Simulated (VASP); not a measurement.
# CoO (I4/mmm) in VASP: a series of runs

CoO is run at these levels: PBEsol; tasks: single point.

Everything below comes from runs of VASP 6.6.1. Logs are shortened: lines on timing, memory, paths and dates and some standing lists are left out, and cuts for length are marked.

## (1) The cell of the first run

It takes space group I4/mmm (No. 139, tetragonal). The conventional cell has a = 3.016 Å, b = 3.016 Å, c = 4.214 Å, α = 90.00°, β = 90.00°, γ = 90.00°. Within 2.8 Å of Co (site symmetry 4/mmm) lie 6 O at 2.11 to 2.13 Å. Within 2.8 Å of O (site symmetry 4/mmm) lie 6 Co at 2.11 to 2.13 Å.

## (2) Single point, PBEsol, collinear spin, ferromagnetic start

INCAR

```
PREC     = Accurate       # precision mode
ENCUT    = 520            # plane-wave cutoff, eV
EDIFF    = 1E-6           # SCF threshold, eV
ISMEAR   = 0              # smearing method
SIGMA    = 0.1            # smearing width, eV
LREAL    = F              # projectors in reciprocal space
LASPH    = T              # aspherical terms in the spheres
NELM     = 150            # most SCF steps
ALGO     = Normal         # electronic algorithm
ISIF     = 2              # what is computed and relaxed
LWAVE    = F              # write WAVECAR
LCHARG   = F              # write CHGCAR
ISPIN    = 2              # spin polarisation
MAGMOM   = 2.74 0.38      # initial moments
LORBIT   = 11             # projections on sites
LMAXMIX  = 4              # l up to which the mixer works
GGA      = PS             # functional
NBANDS   = 18             # bands
```

KPOINTS

```
regular mesh
0
Gamma
  4 4 4
```

POSCAR

```
CoO
1.0
   -1.5080001529      1.5080001529      2.1072499549
    1.5080001529     -1.5080001529      2.1072499549
    1.5080001529      1.5080001529     -2.1072499549
Co O
1 1
Direct
    0.0000000000      0.0000000000      0.0000000000
    0.5000000000      0.5000000000      0.0000000000
```

Potentials or basis: VASP PAW PBE potentials, release 64 (Co, O).

Started as:

```console
$ cat potpaw_PBE.64/Co/POTCAR potpaw_PBE.64/O/POTCAR > POTCAR
$ mpirun -np 1 vasp_std > vasp.out
```

OUTCAR:

```text
PREC = Accurate
   ENCUT = 520
   EDIFF = 1E-6
   ISMEAR = 0
   LREAL = F
   LASPH = T
   NELM = 150
   ISIF = 2
   ISPIN = 2
   LORBIT = 11
   GGA = PS

 ion  position               nearest neighbor table
   1  0.000  0.000  0.000-   2 2.11   2 2.11   2 2.13   2 2.13   2 2.13   2 2.13
   2  0.500  0.500  0.000-   1 2.11   1 2.11   1 2.13   1 2.13   1 2.13   1 2.13

  LATTYP: Found a body centered tetragonal cell.
 ALAT       =     3.0160003058
 C/A-ratio  =     1.3973804650

  Lattice vectors:

 A1 = (  -1.5080001529,   1.5080001529,   2.1072499549)
 A2 = (   1.5080001529,  -1.5080001529,   2.1072499549)
 A3 = (   1.5080001529,   1.5080001529,  -2.1072499549)

Analysis of symmetry for initial positions (statically):
=====================================================================
 Subroutine PRICEL returns:
 Original cell was already a primitive cell.

 Routine SETGRP: Setting up the symmetry group for a
 body centered tetragonal supercell.

 Subroutine GETGRP returns: Found 16 space group operations
 (whereof 16 operations were pure point group operations)
 out of a pool of 16 trial point group operations.

The static configuration has the point symmetry D_4h.

Analysis of symmetry for dynamics (positions and initial velocities):
=====================================================================
 Subroutine PRICEL returns:
 Original cell was already a primitive cell.

 Routine SETGRP: Setting up the symmetry group for a
 body centered tetragonal supercell.

 Subroutine GETGRP returns: Found 16 space group operations
 (whereof 16 operations were pure point group operations)
 out of a pool of 16 trial point group operations.

The dynamic configuration has the point symmetry D_4h.

Analysis of structural, dynamic, and magnetic symmetry:
=====================================================================
 Subroutine PRICEL returns:
 Original cell was already a primitive cell.

 Routine SETGRP: Setting up the symmetry group for a
 body centered tetragonal supercell.

 Subroutine GETGRP returns: Found 16 space group operations
 (whereof 16 operations were pure point group operations)
 out of a pool of 16 trial point group operations.

The overall configuration has the point symmetry D_4h.

 Subroutine INISYM returns: Found 16 space group operations
 (whereof 16 operations are pure point group operations),
 and found     1 'primitive' translations

----------------------------------------------------------------------------------------

                                     Primitive cell

  volume of cell :      19.1681

  direct lattice vectors                    reciprocal lattice vectors
    -1.508000153  1.508000153  2.107249955     0.000000000  0.331564953  0.237276076
     1.508000153 -1.508000153  2.107249955     0.331564953  0.000000000  0.237276076
     1.508000153  1.508000153 -2.107249955     0.331564953  0.331564953  0.000000000

  length of vectors
     2.998104617  2.998104617  2.998104617     0.407719578  0.407719578  0.468903654

  position of ions in fractional coordinates (direct lattice)
     0.000000000  0.000000000  0.000000000
     0.500000000  0.500000000  0.000000000

  ion indices of the primitive-cell ions
   primitive index   ion index
                 1           1
                 2           2

----------------------------------------------------------------------------------------

 KPOINTS: regular mesh

Automatic generation of k-mesh.
 Grid dimensions read from file:
 generate k-points for:    4    4    4

 Generating k-lattice:

  Cartesian coordinates                     Fractional coordinates (reciprocal lattice)
     0.000000000  0.082891238  0.059319019     0.250000000 -0.000000000  0.000000000
     0.082891238  0.000000000  0.059319019    -0.000000000  0.250000000  0.000000000
     0.082891238  0.082891238  0.000000000     0.000000000  0.000000000  0.250000000

  Length of vectors
     0.101929894  0.101929894  0.117225913

  Shift w.r.t. Gamma in fractional coordinates (k-lattice)
     0.000000000  0.000000000  0.000000000

 Subroutine IBZKPT returns following result:
 ===========================================

 Found     13 irreducible k-points:

 Following reciprocal coordinates:
            Coordinates               Weight
  0.000000  0.000000  0.000000      1.000000
  0.250000 -0.000000  0.000000      8.000000
  0.500000 -0.000000  0.000000      4.000000
  0.250000  0.250000  0.000000      8.000000
  0.500000  0.250000  0.000000     16.000000
 -0.250000  0.250000  0.000000      4.000000
  0.500000  0.500000  0.000000      2.000000
  0.250000  0.250000  0.250000      2.000000
 -0.250000  0.250000  0.250000      4.000000
  0.500000  0.500000  0.250000      4.000000
 -0.250000  0.500000  0.250000      8.000000
 -0.250000 -0.250000  0.250000      2.000000
  0.500000  0.500000  0.500000      1.000000
   k-points           NKPTS =     13   k-points in BZ     NKDIM =     13   number of bands    NBANDS=     18
   number of dos      NEDOS =    301   number of ions     NIONS =      2
   total plane-waves  NPLWV =  13824
   dimension x,y,z NGX =    24 NGY =   24 NGZ =   24
   dimension x,y,z NGXF=    48 NGYF=   48 NGZF=   48
   ions per type =               1   1
   NGX,Y,Z   is equivalent  to a cutoff of  13.31, 13.31, 13.31 a.u.
   NGXF,Y,Z  is equivalent  to a cutoff of  26.62, 26.62, 26.62 a.u.
 SYSTEM =  unknown system
   PREC   = accura    normal or accurate (medium, high low for compatibility)
   ISTART =      0    job   : 0-new  1-cont  2-samecut
   ICHARG =      2    charge: 1-file 2-atom 10-const
   ISPIN  =      2    spin polarized calculation?
   LNONCOLLINEAR =      F non collinear calculations
   LSORBIT =      F    spin-orbit coupling
   LASPH  =      T    aspherical Exc in radial PAW
   ENCUT  =  520.0 eV  38.22 Ry    6.18 a.u.   5.57  5.57  5.57*2*pi/ulx,y,z
   NELM   =    150;   NELMIN=  2; NELMDL= -5     # of ELM steps
   EDIFF  = 0.1E-05   stopping-criterion for ELM
   LREAL  =      F    real-space projection
   EDIFFG = 0.1E-04   stopping-criterion for IOM
   NSW    =      0    number of steps for IOM
   IBRION =     -1    ionic relax: 0-MD 1-quasi-New 2-CG
   NFREE  =      0    steps in history (QN), initial steepest desc. (CG)
   ISIF   =      2    stress and relaxation
   ISYM   =      2    0-nonsym 1-usesym 2-fastsym
   POTIM  = 0.5000    time-step for ionic-motion
   TEBEG  =    0.0;   TEEND  =   0.0 temperature during run
   PSTRESS=    0.0 pullay stress
   NELECT =      15.0000    total number of electrons
   NUPDOWN=      -1.0000    fix difference up-down
   EMIN   =  10.00;   EMAX   =-10.00  energy-range for DOS
   EFERMI =   0.00;   METHOD = LEGACY
   ISMEAR =     0;   SIGMA  =   0.10  broadening in eV -4-tet -1-fermi 0-gaus
   EFERMI_NEDOS =   21; number of points for ismear=-14 and -15
   IALGO  =     38    algorithm
   IMIX   =      4    mixing-type and parameters
     AMIX     =   0.40;   BMIX     =  1.00
     AMIX_MAG =   1.60;   BMIX_MAG =  1.00
  volume/ion in A,a.u.               =       9.58        64.68
  Fermi-wavevector in a.u.,A,eV,Ry     =   1.508617  2.850873 30.965840  2.275925
  Thomas-Fermi vector in A             =   2.619048
   LORBIT       =     11    0 simple, 1 ext, 2 COOP (PROOUT), +10 PAW based schemes
   GGA     = PS    functional components
   LHFCALC =     F    Hartree Fock is set to
   AEXX    =    0.0000 exact exchange contribution
   IVDW    =     0    specifies the selected vdW correction
   LEPSILON=     F    determine dielectric tensor
   LRPA    =     F    only Hartree local field effects (RPA)
 spin polarized calculation
 Gauss-broadening in eV      SIGMA  =   0.10
  energy-cutoff  :      520.00
  volume of cell :       19.17
 maximum number of plane-waves:       531
 NGX is ok and might be reduce to    24
   NGX = 11   NGY = 11   NGZ = 11

 number of electron      15.0000006 magnetization       2.3906596

 Free energy of the ion-electron system (eV)
  ---------------------------------------------------
  ext. energy  EPLUGINS =         0.00000000
  ---------------------------------------------------
  free energy    TOTEN  =       -13.97552372 eV

  energy without entropy =      -13.94908580  energy(sigma->0) =      -13.96230476

 E-fermi :   7.9593     XC(G=0): -12.7122

 val. band max:        7.9531281656   @ k =  -0.2500  -0.2500   0.2500
 cond. band min:       8.0471083653   @ k =  -0.2500   0.2500   0.2500
 fundamental gap:      0.0939801997
 Fermi energy:         7.9593216070

 spin component 1

 k-point     1 :       0.0000    0.0000    0.0000
  band No.  band energies     occupation
      1     -12.4286      1.00000
      2       4.5775      1.00000
      3       4.6162      1.00000
      4       4.6162      1.00000
      5       4.9818      1.00000
      6       4.9833      1.00000
[... 10 lines left out ...]
     17      29.7379      0.00000
     18      32.5725      0.00000
[... 232 lines left out ...]
 k-point    13 :       0.5000    0.5000    0.5000
  band No.  band energies     occupation
      1     -11.1227      1.00000
      2       0.9041      1.00000
      3       3.3525      1.00000
      4       3.3525      1.00000
      5       4.2177      1.00000
      6       5.3732      1.00000
[... 10 lines left out ...]
     17      39.0595      0.00000
     18      39.0595      0.00000
 Fermi energy:         7.9593216070

 spin component 2

 k-point     1 :       0.0000    0.0000    0.0000
  band No.  band energies     occupation
      1     -12.1164      1.00000
      2       4.9115      1.00000
      3       4.9610      1.00000
      4       4.9610      1.00000
      5       6.7902      1.00000
      6       6.7902      1.00000
[... 10 lines left out ...]
     17      30.5599      0.00000
     18      33.2933      0.00000
[... 232 lines left out ...]
 k-point    13 :       0.5000    0.5000    0.5000
  band No.  band energies     occupation
      1     -10.7654      1.00000
      2       1.1839      1.00000
      3       3.6860      1.00000
      4       3.6860      1.00000
      5       5.6351      1.00000
      6       8.0794      0.04478
[... 10 lines left out ...]
     17      39.1712      0.00000
     18      39.1712      0.00000

------------------------ aborting loop because EDIFF is reached ----------------------------------------

  FORCE on cell =-STRESS in cart. coord.  units (eV):
  Direction    XX          YY          ZZ          XY          YZ          ZX
  --------------------------------------------------------------------------------------
  -------------------------------------------------------------------------------------
  Total       -1.9003913     -1.9003913     -1.8793040      0.0000000      0.0000000      0.0000000
  in kB     -158.8454540   -158.8454540   -157.0828606      0.0000000      0.0000000      0.0000000
  external PRESSURE =    -158.2579229 kB  Pullay stress =       0.0000000 kB

 VOLUME and BASIS-vectors are now :
 -----------------------------------------------------------------------------
  energy-cutoff  :      520.00
  volume of cell :       19.17
      direct lattice vectors                 reciprocal lattice vectors
    -1.508000153  1.508000153  2.107249955     0.000000000  0.331564953  0.237276076
     1.508000153 -1.508000153  2.107249955     0.331564953  0.000000000  0.237276076
     1.508000153  1.508000153 -2.107249955     0.331564953  0.331564953  0.000000000

 POSITION                                       TOTAL-FORCE (eV/Angst)
 -----------------------------------------------------------------------------------
      0.00000      0.00000      0.00000         0.000000      0.000000      0.000000
      0.00000      0.00000      2.10725        -0.000000     -0.000000      0.000000
 -----------------------------------------------------------------------------------
    total drift:                               -0.000000      0.000000     -0.000000

  FREE ENERGIE OF THE ION-ELECTRON SYSTEM (eV)
  ---------------------------------------------------
  free  energy   TOTEN  =       -13.9755237209 eV

  energy  without entropy=      -13.9490858014  energy(sigma->0) =      -13.96230476

 total charge

# of ion       s       p       d       tot
------------------------------------------
    1        0.292   0.360   7.197   7.850
    2        1.553   3.380   0.000   4.933
--------------------------------------------------
tot          1.845   3.740   7.197  12.783

 magnetization (x)

# of ion       s       p       d       tot
------------------------------------------
    1        0.022   0.018   2.146   2.186
    2        0.027   0.140   0.000   0.167
--------------------------------------------------
tot          0.048   0.158   2.146   2.353
```

It took 7.7 s on 1 thread of Intel Xeon 6975P-C (Granite Rapids), shared host; peak memory 0.14 GiB.

What came out:

| Property | Result |
| --- | --- |
| Free energy | -13.9755 eV |
| Pressure | -15.8 GPa |
| Net moment | 2.39 μB per cell |
| Site moments | Co +2.19; O +0.17 μB |
| Valence electrons inside the program's atomic spheres | Co 7.85; O 4.93 |

Caveat: the k points lie up to 0.74 Å⁻¹ apart; the PAW data sets were made with another functional, which shifts forces and pressure a little; a cell with one magnetic atom can't hold antiferromagnetic order, which such compounds often take; semilocal functionals often make such compounds metallic where correlation or magnetic order opens a gap, which also shifts bond lengths.

## (3) Single point, PBEsol, collinear spin, ferromagnetic start

INCAR

```
  ALGO = Normal
  EDIFF = 1E-6
  ENCUT = 520
  GGA = PS
  ISIF = 2
  ISMEAR = 0
  ISPIN = 2
  LASPH = True
  LCHARG = True
  LELF = True
  LMAXMIX = 4
  LORBIT = 11
  LREAL = False
  LVHAR = True
  LWAVE = False
  MAGMOM = 2.74 0.38
  NBANDS = 18
  NELM = 150
  PREC = Accurate
  SIGMA = 0.1
```

KPOINTS

```
k-points
0
Gamma
  6 6 6
```

POSCAR is that of step 2.

Potentials or basis: VASP PAW PBE potentials, release 64 (Co, O).

Started as:

```console
$ cat potpaw_PBE.64/Co/POTCAR potpaw_PBE.64/O/POTCAR > POTCAR
$ mpirun -np 1 vasp_std > vasp.out
```

It took 13 s on 1 thread of Intel Xeon 6975P-C (Granite Rapids), shared host; peak memory 0.15 GiB.

It converged, with:

```yaml
Free_energy: -13.9727 eV
Pressure: -11.5 GPa
Net_moment: 2.78 μB per cell
Site_moments: Co +2.46; O +0.27 μB
Valence_electrons_inside_the_program's_atomic_spheres: Co 7.83; O 4.95
```

Levels at points of the mesh, in eV from the Fermi level:
Spin up:
| k point | band 7 | band 8 | band 9 | band 10 | band 11 | band 12 |
| --- | --- | --- | --- | --- | --- | --- |
| (0.00, 0.00, 0.00) | -3.11 | -3.11 | -3.01 | 0.88 | 16.59 | 17.97 |
| (0.50, 0.00, 0.00) | -1.79 | 0.09 | 0.17 | 4.86 | 9.25 | 13.14 |
| (0.50, 0.50, 0.00) | -2.32 | -2.04 | -2.01 | 5.75 | 9.61 | 11.56 |
| (0.50, 0.50, 0.50) | -2.32 | -2.05 | -2.05 | 5.75 | 9.76 | 11.42 |
Spin down:
| k point | band 4 | band 5 | band 6 | band 7 | band 8 | band 9 |
| --- | --- | --- | --- | --- | --- | --- |
| (0.00, 0.00, 0.00) | -2.74 | -1.15 | -1.15 | -1.10 | -0.19 | -0.17 |
| (0.50, 0.00, 0.00) | -4.84 | -0.15 | -0.12 | 0.17 | 2.48 | 2.55 |
| (0.50, 0.50, 0.00) | -3.96 | -2.30 | 0.13 | 0.15 | 0.28 | 0.79 |
| (0.50, 0.50, 0.50) | -4.05 | -2.30 | 0.14 | 0.14 | 0.33 | 0.77 |

Caveat: the k points lie up to 0.49 Å⁻¹ apart; the PAW data sets were made with another functional, which shifts forces and pressure a little; a cell with one magnetic atom can't hold antiferromagnetic order, which such compounds often take; semilocal functionals often make such compounds metallic where correlation or magnetic order opens a gap, which also shifts bond lengths. With open d or f shells a metallic result of PBEsol can be an artefact of self-interaction; +U or a hybrid may open a gap.

## (4) Single point, PBEsol, collinear spin, ferromagnetic start

INCAR

```
SYSTEM = CoO
ALGO = Normal ; EDIFF = 1E-6
ENCUT = 520 ; GGA = PS
ISIF = 2 ; ISMEAR = 0
ISPIN = 2 ; LASPH = .TRUE.
LCHARG = .FALSE. ; LMAXMIX = 4
LORBIT = 11 ; LREAL = .FALSE.
LWAVE = .FALSE. ; MAGMOM = 3 0
NBANDS = 18 ; NELM = 150
PREC = Accurate ; SIGMA = 0.1
```

KPOINTS

```
k-points
0
G
  8 8 8
  0 0 0
```

POSCAR is that of step 3.

Started as:

```console
$ cat potpaw_PBE.64/Co/POTCAR potpaw_PBE.64/O/POTCAR > POTCAR
$ mpirun -np 1 vasp_std > vasp.out
```

Wall time 22 s (1 thread of Intel Xeon 6975P-C (Granite Rapids), shared host); peak memory 0.16 GiB.

It converged, with:

| Quantity | Value |
| --- | --- |
| Free energy | -13.9659 eV |
| Pressure | -10.2 GPa |
| Net moment | 2.89 μB per cell |
| Site moments | Co +2.53; O +0.30 μB |
| Valence electrons inside the program's atomic spheres | Co 7.82; O 4.95 |

Stress tensor (GPa, compression positive):
```
-10.18   0.00   0.00
  0.00 -10.18   0.00
  0.00   0.00 -10.09
```

Levels at points of the mesh, in eV from the Fermi level:
Spin up:
| k point | band 6 | band 7 | band 8 | band 9 | band 10 | band 11 | band 12 | band 13 |
| --- | --- | --- | --- | --- | --- | --- | --- | --- |
| (0.00, 0.00, 0.00) | -3.26 | -3.17 | -3.17 | -3.07 | 0.88 | 16.59 | 17.96 | 17.96 |
| (0.50, 0.00, 0.00) | -2.38 | -1.84 | 0.06 | 0.14 | 4.86 | 9.25 | 13.13 | 13.41 |
| (0.50, 0.50, 0.00) | -2.92 | -2.39 | -2.11 | -2.08 | 5.74 | 9.62 | 11.54 | 15.58 |
| (0.50, 0.50, 0.50) | -2.89 | -2.38 | -2.12 | -2.12 | 5.74 | 9.77 | 11.40 | 15.54 |
Spin down:
```tsv
k point	band 2	band 3	band 4	band 5	band 6	band 7	band 8	band 9	band 10	band 11
(0.00, 0.00, 0.00)	-2.71	-2.66	-2.66	-1.14	-1.14	-1.09	-0.17	-0.15	1.43	16.54
(0.50, 0.00, 0.00)	-7.78	-4.82	-4.78	-0.14	-0.11	0.18	2.53	2.60	5.17	10.05
(0.50, 0.50, 0.00)	-6.58	-3.99	-3.89	-2.30	0.13	0.16	0.31	0.81	6.57	10.12
(0.50, 0.50, 0.50)	-6.57	-3.98	-3.98	-2.30	0.15	0.15	0.35	0.80	6.57	10.25
```

Caveat: the k points lie up to 0.37 Å⁻¹ apart; the PAW data sets were made with another functional, which shifts forces and pressure a little; a cell with one magnetic atom can't hold antiferromagnetic order, which such compounds often take; semilocal functionals often make such compounds metallic where correlation or magnetic order opens a gap, which also shifts bond lengths.

## (5) The runs side by side

```csv
k mesh,gap on the mesh (eV),pressure (GPa),moment (μB)
4 × 4 × 4,none,-15.8,2.39
6 × 6 × 6,none,-11.5,2.78
8 × 8 × 8,none,-10.2,2.89
```

Alike in all rows: task single point; level PBEsol; potentials or basis VASP PAW PBE potentials, release 64 (Co, O); spin collinear, ferromagnetic start; cell as given; cutoff (eV) 520; smearing gaussian 0.1 eV.

Caveats: all runs use coarse meshes; the PAW data sets were made with another functional, which shifts forces and pressure a little; a cell with one magnetic atom can't hold antiferromagnetic order, which such compounds often take; semilocal functionals often make such compounds metallic where correlation or magnetic order opens a gap, which also shifts bond lengths.

Absolute energies hang on the potentials; compare differences alone.
